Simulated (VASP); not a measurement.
Input of a VASP 6.6.1 run:

File INCAR:

```
  PREC = Accurate
  ENCUT = 500
  EDIFF = 1E-6
  ISMEAR = -1
  SIGMA = 0.02
  LREAL = False
  LASPH = True
  NELM = 120
  ALGO = Normal
  ISIF = 2
  LWAVE = False
  LCHARG = True
  GGA = PE
  LELF = True
  LVHAR = True
  NBANDS = 11
  GGA_COMPAT = False
```

Contents of KPOINTS:

```
regular mesh
0
Gamma
  8 8 8
```

Contents of POSCAR:

```
AlAs
1.0
    0.0000000000      2.8389251756      2.8389251756
    2.8389251756      0.0000000000      2.8389251756
    2.8389251756      2.8389251756      0.0000000000
Al As
1 1
Direct
    0.0000000000      0.0000000000      0.0000000000
    0.2500000000      0.2500000000      0.2500000000
```

Potentials or basis: VASP PAW PBE potentials, release 64 (Al, As).

Launch:

```bash
$ cat potpaw_PBE.64/Al/POTCAR potpaw_PBE.64/As/POTCAR > POTCAR
$ mpirun -np 1 vasp_std > vasp.out
```

Problem. Predict the band gap on the k mesh.

Solution. 1.45 eV (least direct gap 1.99 eV).

Problem. What does it give for the pressure?

Solution. 2.1 GPa.

A k mesh can miss the band edges. As with any semilocal functional, this PBE gap is likely too small.
